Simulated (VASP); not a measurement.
Wanted: the native input for a VASP 6.6.1 run.

| Property | Result |
| --- | --- |
| Task | single point |
| Functional | LDA |
| Potentials or basis | VASP PAW LDA potentials, release 64 (Si) |
| Cutoff | 520 eV |
| k mesh | 10 × 10 × 10 |
| Occupations | methfessel-paxton, width 0.3 eV |
| Spin | no spin polarisation |
| Dipole correction | no |
| Further INCAR settings | ALGO = Normal; EDIFF = 1e-06; NBANDS = 11 |

The structure of Si lies in POSCAR:

```
Si
1.0
    0.0000000000      2.7016643793      2.7016643793
    2.7016643793      0.0000000000      2.7016643793
    2.7016643793      2.7016643793      0.0000000000
Si
2
Direct
    0.5000000000      0.5000000000      0.5000000000
    0.7500000000      0.7500000000      0.7500000000
```

These files were run (other wordings do the same):

INCAR

```
SYSTEM = Si
PREC     = Accurate       ! precision mode
ENCUT    = 520            ! plane-wave cutoff, eV
EDIFF    = 1E-6           ! SCF threshold, eV
ISMEAR   = 1              ! smearing method
SIGMA    = 0.3            ! smearing width, eV
LREAL    = .FALSE.        ! projectors in reciprocal space
LASPH    = .TRUE.         ! aspherical terms in the spheres
NELM     = 80             ! most SCF steps
ALGO     = Normal         ! electronic algorithm
ISIF     = 2              ! what is computed and relaxed
LWAVE    = .FALSE.        ! write WAVECAR
LCHARG   = .FALSE.        ! write CHGCAR
NBANDS   = 11             ! bands
```

KPOINTS

```
Automatic mesh
0
G
  10 10 10
  0 0 0
```

Potentials or basis: VASP PAW LDA potentials, release 64 (Si).

The run is started by

```console
$ cat potpaw_LDA.64/Si/POTCAR > POTCAR
$ mpirun -np 1 vasp_std > vasp.out
```

It gave:

```json
{"Pressure": "0.0 GPa", "Band gap on the k mesh": "0.45 eV, indirect (least direct gap 2.53 eV)"}
```

Wall time 20 s on 1 thread of Intel(R) Xeon(R) Platinum 8375C CPU @ 2.90GHz (Ice Lake) (shared host), peak memory 0.13 GiB.
